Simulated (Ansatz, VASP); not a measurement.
# Two plane-wave programs on MnO

The input INCAR:

```
SYSTEM = MnO
ALGO = Normal
EDIFF = 1E-6
ENCUT = 520
GGA = PE
ISIF = 2
ISMEAR = -1
ISPIN = 2
LASPH = .True.
LCHARG = .False.
LMAXMIX = 4
LORBIT = 11
LREAL = .False.
LWAVE = .False.
MAGMOM = 4 0
NBANDS = 20
NELM = 150
PREC = Accurate
SIGMA = 0.1
```

KPOINTS

```
k-points
0
Gamma
  12 12 12
  0 0 0
```

POSCAR

```
MnO
1.0
    0.0000000000      2.2230000000      2.2230000000
    2.2230000000      0.0000000000      2.2230000000
    2.2230000000      2.2230000000      0.0000000000
Mn O
1 1
Direct
    0.0000000000      0.0000000000      0.0000000000
    0.5000000000      0.5000000000      0.5000000000
```

Input for Ansatz:

```yaml
crystal:
  lattice:
    - [0.0, 2.223, 2.223]
    - [2.223, 0.0, 2.223]
    - [2.223, 2.223, 0.0]
  atoms:
    - { symbol: Mn, position: [0.0, 0.0, 0.0] }
    - { symbol: O, position: [0.5, 0.5, 0.5] }
kpoints:
  mp_grid:
    grid: [12, 12, 12]
hamiltonian:
  xc: pbe
  pseudopotentials:
    kind: paw
magnetization:
  spin_polarized: true
  per_species:
    Mn: 4.0
scf:
  occupations:
    method: fermi_dirac
    width: 0.1
output:
  stress: true
```

Alike in both runs: task single point; functional PBE; k mesh 12 × 12 × 12; occupations fermi-dirac, width 0.1 eV; collinear spin.

|  | VASP | Ansatz |
| --- | --- | --- |
| version | VASP 6.6.1 | Ansatz 0.2.0 |
| potentials or method | VASP PAW PBE potentials, release 64 (Mn_pv, O) | plane waves, PAW |
| plane-wave cutoff (eV) | 520 | 420 |
| valence electrons in the cell | 19 | 21 |

|  | VASP | Ansatz | Ansatz less VASP |
| --- | --- | --- | --- |
| pressure (GPa) | -0.4 | -0.6 | -0.17 |
| net moment per atom (μB) | 2.37 | 2.37 | 0.000 |
| size of the moment on the site where the two differ most (μB) | 4.31 | 4.03 | -0.283 |

Site moments also hang on the region over which each program counts them. The functional is the same, so the differences come from potentials, cutoffs and numerics. VASP's potentials hold 19 valence electrons a cell and Ansatz's 21, so a difference there can come from the potentials and not from the codes.
